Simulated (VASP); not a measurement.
# In2CuO4 (P4/mmm) in VASP: further runs

Runs on In2CuO4. Level: PBE. Tasks: single point.

Program: VASP 6.6.1. These are calculated values, not measurements. Logs are shortened: lines on timing, memory, paths and dates and some standing lists are left out, and cuts for length are marked.

### 1 The cell of the first run

Symmetry: P4/mmm, No. 123, tetragonal system. The conventional cell has a = 5.084 Å, b = 5.084 Å, c = 6.049 Å, α = 90.00°, β = 90.00°, γ = 90.00°. Within 3.1 Å of In (site symmetry mmm) lie 2 O at 2.38 Å and 2 Cu at 2.54 Å. Within 3.5 Å of Cu (site symmetry 4/mmm) lie 4 In at 2.54 Å and 8 O at 3.48 Å. Within 1.7 Å of O (site symmetry 2mm) lie 1 O at 1.29 Å.

The cell was generated, and may not be a known phase.

### 2 Single point, PBE, collinear spin

File INCAR:

```
ALGO = All
EDIFF = 1E-6
ENCUT = 800
GGA = PE
GGA_COMPAT = F
ISEARCH = 1
ISIF = 2
ISMEAR = 0
ISPIN = 2
KPAR = 4
LASPH = T
LCHARG = F
LMAXMIX = 4
LORBIT = 11
LREAL = F
LWAVE = F
MAGMOM = 0 0 1 0 0 0 0
NBANDS = 44
NELM = 300
PREC = Accurate
SIGMA = 0.1
```

File KPOINTS:

```
k-points
0
Gamma
  4 4 4
```

File POSCAR:

```
In2CuO4
1.0
    5.0841686964      0.0000000000      0.0000000000
    0.0000000000      5.0841686964      0.0000000000
    0.0000000000      0.0000000000      6.0494069209
In Cu O
2 1 4
Direct
    0.0000000000      0.5000000000      0.0000000000
    0.5000000000      0.0000000000      0.0000000000
    0.0000000000      0.0000000000      0.0000000000
    0.0000000000      0.5000000000      0.6065193195
    0.5000000000      0.0000000000      0.6065193195
    0.0000000000      0.5000000000      0.3934806805
    0.5000000000      0.0000000000      0.3934806805
```

Potentials or basis: VASP PAW PBE potentials, release 64 (In_d, Cu, O).

Started as:

```
cat potpaw_PBE.64/In_d/POTCAR potpaw_PBE.64/Cu/POTCAR potpaw_PBE.64/O/POTCAR > POTCAR
mpirun -np 4 vasp_std > vasp.out
```

OUTCAR:

```text
EDIFF = 1E-6
   ENCUT = 800
   GGA = PE
   ISIF = 2
   ISMEAR = 0
   ISPIN = 2
   LASPH = T
   LORBIT = 11
   LREAL = F
   NELM = 300
   PREC = Accurate

 ion  position               nearest neighbor table
   1  0.000  0.500  0.000-   4 2.38   6 2.38   3 2.54   3 2.54   2 3.60   2 3.60   2 3.60   2 3.60

   2  0.500  0.000  0.000-   5 2.38   7 2.38   3 2.54   3 2.54   1 3.60   1 3.60   1 3.60   1 3.60

   3  0.000  0.000  0.000-   1 2.54   2 2.54   1 2.54   2 2.54
   4  0.000  0.500  0.607-   6 1.29   1 2.38
   5  0.500  0.000  0.607-   7 1.29   2 2.38
   6  0.000  0.500  0.393-   4 1.29   1 2.38
   7  0.500  0.000  0.393-   5 1.29   2 2.38

  LATTYP: Found a simple tetragonal cell.
 ALAT       =     5.0841686964
 C/A-ratio  =     1.1898517304

  Lattice vectors:

 A1 = (   5.0841686964,   0.0000000000,   0.0000000000)
 A2 = (   0.0000000000,   5.0841686964,   0.0000000000)
 A3 = (   0.0000000000,   0.0000000000,   6.0494069209)

Analysis of symmetry for initial positions (statically):
=====================================================================
 Subroutine PRICEL returns:
 Original cell was already a primitive cell.

 Routine SETGRP: Setting up the symmetry group for a
 simple tetragonal supercell.

 Subroutine GETGRP returns: Found 16 space group operations
 (whereof 16 operations were pure point group operations)
 out of a pool of 16 trial point group operations.

The static configuration has the point symmetry D_4h.

Analysis of symmetry for dynamics (positions and initial velocities):
=====================================================================
 Subroutine PRICEL returns:
 Original cell was already a primitive cell.

 Routine SETGRP: Setting up the symmetry group for a
 simple tetragonal supercell.

 Subroutine GETGRP returns: Found 16 space group operations
 (whereof 16 operations were pure point group operations)
 out of a pool of 16 trial point group operations.

The dynamic configuration has the point symmetry D_4h.

Analysis of structural, dynamic, and magnetic symmetry:
=====================================================================
 Subroutine PRICEL returns:
 Original cell was already a primitive cell.

 Routine SETGRP: Setting up the symmetry group for a
 simple tetragonal supercell.

 Subroutine GETGRP returns: Found 16 space group operations
 (whereof 16 operations were pure point group operations)
 out of a pool of 16 trial point group operations.

The overall configuration has the point symmetry D_4h.

 Subroutine INISYM returns: Found 16 space group operations
 (whereof 16 operations are pure point group operations),
 and found     1 'primitive' translations

----------------------------------------------------------------------------------------

                                     Primitive cell

  volume of cell :     156.3697

  direct lattice vectors                    reciprocal lattice vectors
     5.084168696  0.000000000  0.000000000     0.196688989  0.000000000  0.000000000
     0.000000000  5.084168696  0.000000000     0.000000000  0.196688989  0.000000000
     0.000000000  0.000000000  6.049406921     0.000000000  0.000000000  0.165305461

  length of vectors
     5.084168696  5.084168696  6.049406921     0.196688989  0.196688989  0.165305461

  position of ions in fractional coordinates (direct lattice)
     0.000000000  0.500000000  0.000000000
     0.500000000  0.000000000  0.000000000
     0.000000000  0.000000000  0.000000000
     0.000000000  0.500000000  0.606519320
     0.500000000  0.000000000  0.606519320
     0.000000000  0.500000000  0.393480680
     0.500000000  0.000000000  0.393480680

  ion indices of the primitive-cell ions
   primitive index   ion index
                 1           1
                 2           2
                 3           3
                 4           4
                 5           5
[... 33 lines left out ...]
  0.500000  0.000000  0.000000      2.000000
  0.250000  0.250000  0.000000      4.000000
  0.500000  0.250000  0.000000      4.000000
  0.500000  0.500000  0.000000      1.000000
[... 10 lines left out ...]
  0.500000  0.250000  0.500000      4.000000
  0.500000  0.500000  0.500000      1.000000
   k-points           NKPTS =     18   k-points in BZ     NKDIM =     18   number of bands    NBANDS=     44
   number of dos      NEDOS =    301   number of ions     NIONS =      7
   total plane-waves  NPLWV = 129024
   dimension x,y,z NGX =    48 NGY =   48 NGZ =   56
   dimension x,y,z NGXF=    96 NGYF=   96 NGZF=  112
   ions per type =               2   1   4
   NGX,Y,Z   is equivalent  to a cutoff of  15.70, 15.70, 15.39 a.u.
   NGXF,Y,Z  is equivalent  to a cutoff of  31.39, 31.39, 30.78 a.u.
 SYSTEM =  unknown system
   PREC   = accura    normal or accurate (medium, high low for compatibility)
   ISTART =      0    job   : 0-new  1-cont  2-samecut
   ICHARG =      2    charge: 1-file 2-atom 10-const
   ISPIN  =      2    spin polarized calculation?
   LNONCOLLINEAR =      F non collinear calculations
   LSORBIT =      F    spin-orbit coupling
   LASPH  =      T    aspherical Exc in radial PAW
   ENCUT  =  800.0 eV  58.80 Ry    7.67 a.u.  11.73 11.73 13.95*2*pi/ulx,y,z
   NELM   =    300;   NELMIN=  2; NELMDL= -5     # of ELM steps
   EDIFF  = 0.1E-05   stopping-criterion for ELM
   LREAL  =      F    real-space projection
   EDIFFG = 0.1E-04   stopping-criterion for IOM
   NSW    =      0    number of steps for IOM
   IBRION =     -1    ionic relax: 0-MD 1-quasi-New 2-CG
   NFREE  =      0    steps in history (QN), initial steepest desc. (CG)
   ISIF   =      2    stress and relaxation
   ISYM   =      2    0-nonsym 1-usesym 2-fastsym
   POTIM  = 0.5000    time-step for ionic-motion
   TEBEG  =    0.0;   TEEND  =   0.0 temperature during run
   PSTRESS=    0.0 pullay stress
   NELECT =      61.0000    total number of electrons
   NUPDOWN=      -1.0000    fix difference up-down
   EMIN   =  10.00;   EMAX   =-10.00  energy-range for DOS
   EFERMI =   0.00;   METHOD = LEGACY
   ISMEAR =     0;   SIGMA  =   0.10  broadening in eV -4-tet -1-fermi 0-gaus
   EFERMI_NEDOS =   21; number of points for ismear=-14 and -15
   IALGO  =     58    algorithm
   IMIX   =      4    mixing-type and parameters
     AMIX     =   0.40;   BMIX     =  1.00
     AMIX_MAG =   1.60;   BMIX_MAG =  1.00
  volume/ion in A,a.u.               =      22.34       150.75
  Fermi-wavevector in a.u.,A,eV,Ry     =   1.196191  2.260473 19.468209  1.430873
  Thomas-Fermi vector in A             =   2.332138
   LORBIT       =     11    0 simple, 1 ext, 2 COOP (PROOUT), +10 PAW based schemes
   GGA     = PE    functional components
   LHFCALC =     F    Hartree Fock is set to
   AEXX    =    0.0000 exact exchange contribution
   IVDW    =     0    specifies the selected vdW correction
   LEPSILON=     F    determine dielectric tensor
   LRPA    =     F    only Hartree local field effects (RPA)
 spin polarized calculation
 Gauss-broadening in eV      SIGMA  =   0.10
  energy-cutoff  :      800.00
  volume of cell :      156.37
 maximum number of plane-waves:      8072
 NGX is ok and might be reduce to    48
   NGX = 23   NGY = 23   NGZ = 27

 number of electron      60.9999998 magnetization       2.2830067

 Free energy of the ion-electron system (eV)
  ---------------------------------------------------
  ext. energy  EPLUGINS =         0.00000000
  ---------------------------------------------------
  free energy    TOTEN  =       -27.55327553 eV

  energy without entropy =      -27.52636899  energy(sigma->0) =      -27.53982226

 E-fermi :   1.8900     XC(G=0):  -8.0616

 val. band max:        1.8801029176   @ k =   0.5000   0.0000   0.0000
 cond. band min:       1.9071010596   @ k =   0.5000   0.0000   0.5000
 fundamental gap:      0.0269981419
 Fermi energy:         1.8900307065

 spin component 1

 k-point     1 :       0.0000    0.0000    0.0000
  band No.  band energies     occupation
      1     -23.2551      1.00000
      2     -23.2042      1.00000
      3     -13.5385      1.00000
      4     -13.4335      1.00000
      5     -12.7965      1.00000
      6     -12.7241      1.00000
[... 799 lines left out ...]
     41       9.7309      0.00000
     42      11.7396      0.00000
 Fermi energy:         1.8900307065

 spin component 2

 k-point     1 :       0.0000    0.0000    0.0000
  band No.  band energies     occupation
      1     -22.5065      1.00000
      2     -22.4529      1.00000
      3     -12.7981      1.00000
      4     -12.7331      1.00000
      5     -12.7212      1.00000
      6     -12.6889      1.00000
[... 799 lines left out ...]
     41       9.7540      0.00000
     42      11.8742      0.00000
 [bands above 42 left out]

------------------------ aborting loop because EDIFF is reached ----------------------------------------

  FORCE on cell =-STRESS in cart. coord.  units (eV):
  Direction    XX          YY          ZZ          XY          YZ          ZX
  --------------------------------------------------------------------------------------
  -------------------------------------------------------------------------------------
  Total        0.4170485      0.4170485      2.9121959      0.0000000      0.0000000      0.0000000
  in kB        4.2731139      4.2731139     29.8386013      0.0000000      0.0000000      0.0000000
  external PRESSURE =      12.7949430 kB  Pullay stress =       0.0000000 kB

 VOLUME and BASIS-vectors are now :
 -----------------------------------------------------------------------------
  energy-cutoff  :      800.00
  volume of cell :      156.37
      direct lattice vectors                 reciprocal lattice vectors
     5.084168696  0.000000000  0.000000000     0.196688989  0.000000000  0.000000000
     0.000000000  5.084168696  0.000000000     0.000000000  0.196688989  0.000000000
     0.000000000  0.000000000  6.049406921     0.000000000  0.000000000  0.165305461

 POSITION                                       TOTAL-FORCE (eV/Angst)
 -----------------------------------------------------------------------------------
      0.00000      2.54208      0.00000        -0.000000      0.000000     -0.000000
      2.54208      0.00000      0.00000        -0.000000      0.000000     -0.000000
      0.00000      0.00000      0.00000        -0.000000      0.000000     -0.000000
      0.00000      2.54208      3.66908         0.000000      0.000000      0.157070
      2.54208      0.00000      3.66908        -0.000000     -0.000000      0.157070
      0.00000      2.54208      2.38032        -0.000000      0.000000     -0.157070
      2.54208      0.00000      2.38032        -0.000000     -0.000000     -0.157070
 -----------------------------------------------------------------------------------
    total drift:                                0.000000      0.000000      0.000000

  FREE ENERGIE OF THE ION-ELECTRON SYSTEM (eV)
  ---------------------------------------------------
  free  energy   TOTEN  =       -27.5532755301 eV

  energy  without entropy=      -27.5263715611  energy(sigma->0) =      -27.53982355

 total charge

# of ion       s       p       d       tot
------------------------------------------
    1        1.005   0.434   9.876  11.316
    2        1.005   0.434   9.876  11.316
    3        0.477   0.269   9.222   9.968
    4        1.587   3.317   0.000   4.904
    5        1.587   3.317   0.000   4.904
    6        1.587   3.317   0.000   4.904
    7        1.587   3.317   0.000   4.904
--------------------------------------------------
tot          8.834  14.405  28.974  52.214

 magnetization (x)

# of ion       s       p       d       tot
------------------------------------------
    1        0.000  -0.030   0.000  -0.029
    2        0.000  -0.030   0.000  -0.029
    3        0.015  -0.016   0.007   0.006
    4        0.008   0.492   0.000   0.499
    5        0.008   0.492   0.000   0.499
    6        0.008   0.492   0.000   0.499
    7        0.008   0.492   0.000   0.499
--------------------------------------------------
tot          0.046   1.891   0.008   1.945
```

Run time: 9.6 min. Hardware: 4 MPI ranks of Intel Xeon Platinum 8259CL at 2.50GHz (Skylake/Cascade Lake), shared host; peak memory 1 GiB.

Results:

```
Free energy                                           : -27.5533 eV
Pressure                                              : 1.3 GPa
Largest force                                         : 0.157 eV/Å
Net moment                                            : 2.28 μB per cell
Site moments                                          : In -0.03; Cu +0.01; O +0.50 μB
Valence electrons inside the program's atomic spheres : In 11.32; Cu 9.97; O 4.90
```

Forces in eV/Å, atoms in the order of the input:
```
In   0.000  0.000  0.000
In   0.000  0.000  0.000
Cu   0.000  0.000  0.000
O    0.000  0.000  0.157
O    0.000  0.000  0.157
O    0.000  0.000 -0.157
O    0.000  0.000 -0.157
```

Caveat: spin-orbit coupling is left out, which moves the levels of the heavy elements; a cell with one magnetic atom can't hold antiferromagnetic order, which such compounds often take; semilocal functionals often make such compounds metallic where correlation or magnetic order opens a gap, which also shifts bond lengths. With open d or f shells a metallic result of PBE can be an artefact of self-interaction; +U or a hybrid may open a gap.

### 3 Single point, PBE

This run uses another cell than the first one, of 22.70 Å³/atom.

File INCAR:

```
PREC     = Accurate       # precision mode
ENCUT    = 820            # plane-wave cutoff, eV
EDIFF    = 1E-6           # SCF threshold, eV
ISMEAR   = 0              # smearing method
SIGMA    = 0.1            # smearing width, eV
LREAL    = F              # projectors in reciprocal space
LASPH    = T              # aspherical terms in the spheres
NELM     = 120            # most SCF steps
ALGO     = Normal         # electronic algorithm
ISIF     = 2              # what is computed and relaxed
LWAVE    = F              # write WAVECAR
LCHARG   = F              # write CHGCAR
GGA      = PE             # functional
NBANDS   = 44             # bands
GGA_COMPAT= F
```

File KPOINTS:

```
Automatic mesh
0
Gamma
  8 8 6
```

File POSCAR:

```
In2CuO4
1.0
    5.1235624784      0.0000000000      0.0000000000
    0.0000000000      5.1235624784      0.0000000000
    0.0000000000      0.0000000000      6.0534013050
In Cu O
2 1 4
Direct
    0.0000000000      0.5000000000      0.0000000000
    0.5000000000      0.0000000000      0.0000000000
    0.0000000000      0.0000000000      0.0000000000
    0.0000000000      0.5000000000      0.6063736066
    0.5000000000      0.0000000000      0.6063736066
    0.0000000000      0.5000000000      0.3936263934
    0.5000000000      0.0000000000      0.3936263934
```

Potentials or basis: VASP PAW PBE potentials, release 64 (In_d, Cu_sv_GW, O).

Started as:

```
cat potpaw_PBE.64/In_d/POTCAR potpaw_PBE.64/Cu_sv_GW/POTCAR potpaw_PBE.64/O/POTCAR > POTCAR
mpirun -np 1 vasp_std > vasp.out
```

OUTCAR:

```text
PREC = Accurate
   ENCUT = 820
   EDIFF = 1E-6
   ISMEAR = 0
   LREAL = F
   LASPH = T
   NELM = 120
   ISIF = 2
   GGA = PE

 ion  position               nearest neighbor table
   1  0.000  0.500  0.000-   4 2.38   6 2.38   3 2.56   3 2.56   2 3.62   2 3.62   2 3.62   2 3.62

   2  0.500  0.000  0.000-   5 2.38   7 2.38   3 2.56   3 2.56   1 3.62   1 3.62   1 3.62   1 3.62

   3  0.000  0.000  0.000-   1 2.56   2 2.56   1 2.56   2 2.56
   4  0.000  0.500  0.606-   6 1.29   1 2.38
   5  0.500  0.000  0.606-   7 1.29   2 2.38
   6  0.000  0.500  0.394-   4 1.29   1 2.38
   7  0.500  0.000  0.394-   5 1.29   2 2.38

  LATTYP: Found a simple tetragonal cell.
 ALAT       =     5.1235624784
 C/A-ratio  =     1.1814828707

  Lattice vectors:

 A1 = (   5.1235624784,   0.0000000000,   0.0000000000)
 A2 = (   0.0000000000,   5.1235624784,   0.0000000000)
 A3 = (   0.0000000000,   0.0000000000,   6.0534013050)

Analysis of symmetry for initial positions (statically):
=====================================================================
 Subroutine PRICEL returns:
 Original cell was already a primitive cell.

[... 185 lines left out ...]
 Fermi energy:         1.4175976129

 k-point     1 :       0.0000    0.0000    0.0000
  band No.  band energies     occupation
      1    -110.9150      2.00000
      2     -68.4179      2.00000
      3     -68.4179      2.00000
      4     -68.0775      2.00000
      5     -22.9261      2.00000
      6     -22.8781      2.00000
[... 1117 lines left out ...]
     43       8.7872      0.00000
     44       9.5702      0.00000

 [... further k-points ...]

------------------------ aborting loop because EDIFF is reached ----------------------------------------

  FORCE on cell =-STRESS in cart. coord.  units (eV):
  Direction    XX          YY          ZZ          XY          YZ          ZX
  --------------------------------------------------------------------------------------
  -------------------------------------------------------------------------------------
  Total       -0.0780404     -0.0780404      1.1964299      0.0000000      0.0000000      0.0000000
  in kB       -0.7868404     -0.7868404     12.0629720      0.0000000      0.0000000      0.0000000
  external PRESSURE =       3.4964304 kB  Pullay stress =       0.0000000 kB

 VOLUME and BASIS-vectors are now :
 -----------------------------------------------------------------------------
  energy-cutoff  :      820.00
  volume of cell :      158.91
      direct lattice vectors                 reciprocal lattice vectors
     5.123562478  0.000000000  0.000000000     0.195176697  0.000000000  0.000000000
     0.000000000  5.123562478  0.000000000     0.000000000  0.195176697  0.000000000
     0.000000000  0.000000000  6.053401305     0.000000000  0.000000000  0.165196383

 POSITION                                       TOTAL-FORCE (eV/Angst)
 -----------------------------------------------------------------------------------
      0.00000      2.56178      0.00000         0.000000      0.000000      0.000000
      2.56178      0.00000      0.00000         0.000000      0.000000      0.000000
      0.00000      0.00000      0.00000         0.000000      0.000000      0.000000
      0.00000      2.56178      3.67062         0.000000      0.000000      0.547404
      2.56178      0.00000      3.67062        -0.000000      0.000000      0.547404
      0.00000      2.56178      2.38278        -0.000000      0.000000     -0.547404
      2.56178      0.00000      2.38278         0.000000      0.000000     -0.547404
 -----------------------------------------------------------------------------------
    total drift:                                0.000000      0.000000      0.000000

  FREE ENERGIE OF THE ION-ELECTRON SYSTEM (eV)
  ---------------------------------------------------
  free  energy   TOTEN  =       -27.1364255252 eV

  energy  without entropy=      -27.0632546562  energy(sigma->0) =      -27.09984009
```

Wall time 12 min (1 thread of Intel Xeon 6975P-C (Granite Rapids), shared host); peak memory 0.95 GiB.

Results:

```yaml
Free_energy: -27.1364 eV
Pressure: 0.3 GPa
Largest_force: 0.547 eV/Å
Band_gap_on_the_k_mesh: zero (an odd number of electrons rules out a gap without spin polarisation)
```

Forces in eV/Å, atoms in the order of the input:
```
In   0.000  0.000  0.000
In   0.000  0.000  0.000
Cu   0.000  0.000  0.000
O    0.000  0.000  0.547
O    0.000  0.000  0.547
O    0.000  0.000 -0.547
O    0.000  0.000 -0.547
```

Stress tensor (GPa, compression positive):
```
-0.08  0.00  0.00
 0.00 -0.08  0.00
 0.00  0.00  1.21
```

Caveat: spin-orbit coupling is left out, which moves the levels of the heavy elements; an odd number of electrons without spin polarisation forces a metal; a magnetic or distorted state may lie lower; semilocal functionals often make such compounds metallic where correlation or magnetic order opens a gap, which also shifts bond lengths. With open d or f shells a metallic result of PBE can be an artefact of self-interaction; +U or a hybrid may open a gap.

The gap in the log of VASP goes by the Fermi energy; the results here count the filled bands.